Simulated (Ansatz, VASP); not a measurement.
NaF in VASP and in Ansatz

Contents of INCAR:

```
ALGO     = Normal         # electronic algorithm
EDIFF    = 1E-6           # SCF threshold, eV
ENCUT    = 520            # plane-wave cutoff, eV
GGA      = PS             # functional
ISIF     = 2              # what is computed and relaxed
ISMEAR   = 0              # smearing method
LASPH    = True           # aspherical terms in the spheres
LCHARG   = False          # write CHGCAR
LREAL    = False          # projectors in reciprocal space
LWAVE    = False          # write WAVECAR
NBANDS   = 14             # bands
NELM     = 60             # most SCF steps
PREC     = Accurate       # precision mode
SIGMA    = 0.05           # smearing width, eV
```

File KPOINTS:

```
k-points
0
Gamma
  8 8 8
```

Contents of POSCAR:

```
NaF
1.0
    0.0000000000      2.2071350000      2.2652175000
    2.2071350000      0.0000000000      2.2652175000
    2.2071350000      2.2071350000      0.0000000000
Na F
1 1
Direct
    0.0000000000      0.0000000000      0.0000000000
    0.5000000000      0.5000000000      0.5000000000
```

Input for Ansatz:

```yaml
crystal:
  lattice:
    - [0.0, 2.207135, 2.2652175]
    - [2.207135, 0.0, 2.2652175]
    - [2.207135, 2.207135, 0.0]
  atoms:
    - { symbol: Na, position: [0.0, 0.0, 0.0] }
    - { symbol: F, position: [0.5, 0.5, 0.5] }
basis:
  ecutwfc: 420
kpoints:
  mp_grid: { grid: [8, 8, 8] }
hamiltonian:
  xc: pbesol
scf:
  occupations: { method: gaussian, width: 0.05 }
output:
  forces: true
  stress: true
  eigenvalues: true
```

Change from the starting cell: strain -0.050 along x and y, -0.025 along z, atoms carried along.

Alike in both runs: task single point; functional PBEsol; k mesh 8 × 8 × 8; occupations gaussian, width 0.05 eV; no spin polarisation.

|  | VASP | Ansatz |
| --- | --- | --- |
| version | VASP 6.6.1 | Ansatz 0.2.0 |
| potentials or method | VASP PAW PBE potentials, release 64 (Na_pv, F), cutoff 520 eV | scalar-relativistic, plane waves, PAW |
| valence electrons in the cell | 14 | 16 |

```tsv
	VASP	Ansatz	Ansatz less VASP
gap on the k mesh at the Fermi level (eV)	6.83	6.85	+0.024
least direct gap on the mesh (eV)	6.83	6.85	+0.024
pressure (GPa)	7.7	7.5	-0.13
traceless stress, the component that is largest in VASP (GPa)	-2.51	-2.40	+0.110
```

VASP's potentials were made for PBE, not for PBEsol. The functional is the same, so the differences come from potentials, cutoffs and numerics. VASP's potentials hold 14 valence electrons a cell and Ansatz's 16, so a difference there can come from the potentials and not from the codes.
